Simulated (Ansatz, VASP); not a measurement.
# Two plane-wave programs on P

```
P
1.0
     3.09100    0.00000    0.00000
    -1.54550    2.67688    0.00000
     0.00000    0.00000   28.00000
P
2
Direct
  0.33333 0.66667 0.53277
  0.66667 0.33333 0.46723
```

Alike in both runs: task single point; functional r2SCAN; k mesh 9 × 9 × 1; occupations gaussian, width 0.02 eV; no spin polarisation.

```csv
,VASP,Ansatz
version,VASP 6.6.1,Ansatz 0.2.0
potentials or method,"VASP PAW PBE potentials, release 64 (P), cutoff 520 eV","scalar-relativistic, plane waves, PAW"
valence electrons in the cell,10,10
```

```tsv
	VASP	Ansatz	Ansatz less VASP
gap on the k mesh at the Fermi level (eV)	none	none	-
rms of the force components (eV/Å)	1.839	1.870	+0.0310
```

VASP's potentials were made for PBE, not for r2SCAN. Atom by atom the forces differ by 0.031 eV/Å (rms over components). A gap of «none» marks a metal or a gap that the smearing closes.
